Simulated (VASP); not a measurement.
## Mg3Te2: single point with PBE

Crystal: Mg3Te2.

```xyz
5
Lattice="4.3633 0.0000 0.0000 0.0000 4.3633 0.0000 0.0000 0.0000 11.4607" Properties=species:S:1:pos:R:3 pbc="T T T"
Mg    2.1817    2.1817    2.8683
Mg    2.1817    2.1817    8.5924
Mg    2.1817    2.1817    5.7303
Te    2.1817    2.1817    0.0000
Te    0.0000    0.0000    0.0000
```

The cell was built from a structure type or drawn by symmetry, and may not be a known phase.

```
Program                : VASP 6.6.1
Task                   : single point
Functional             : PBE
Potentials or basis    : VASP PAW PBE potentials, release 64 (Mg, Te)
Cutoff                 : 520 eV
k mesh                 : 4 × 4 × 2
Occupations            : gaussian, width 0.1 eV
Spin                   : no spin polarisation
Dipole correction      : no
Further INCAR settings : ALGO = Normal; EDIFF = 1e-06; NBANDS = 17
```

```yaml
Pressure: 0.0 GPa
Largest_force: 0.029 eV/Å
Band_gap_on_the_k_mesh: zero (bands 9 and 10 overlap by 2.39 eV)
```

Forces on the atoms (eV/Å):
```
Mg   0.000  0.000  0.029
Mg   0.000  0.000 -0.029
Mg   0.000  0.000  0.000
Te   0.000  0.000  0.000
Te   0.000  0.000  0.000
```

Stress tensor (GPa, compression positive):
```
-0.07  0.00  0.00
 0.00 -0.07  0.00
 0.00  0.00  0.16
```

Levels at points of the mesh, in eV from the Fermi level:
```csv
k point,band 7,band 8,band 9,band 10,band 11,band 12
"(0.00, 0.00, 0.00)",-1.87,-0.81,-0.77,1.95,1.95,2.21
"(0.50, 0.00, 0.00)",-2.14,-2.03,-1.81,-0.91,-0.49,0.40
"(0.50, 0.50, 0.00)",-1.75,-0.03,0.53,0.53,0.72,0.72
"(0.00, 0.00, 0.50)",-2.73,-0.77,0.75,1.23,1.95,1.95
"(0.50, 0.00, 0.50)",-2.14,-2.03,-1.83,-1.64,-0.27,0.48
"(0.50, 0.50, 0.50)",-1.51,-0.62,0.26,0.26,1.52,1.52
```

Wall time 36 s on 1 thread of Intel(R) Xeon(R) 6975P-C (Granite Rapids), with other jobs on the host, peak memory 0.31 GiB.

Caveat: spin-orbit coupling is left out, which moves the levels of the heavy elements.
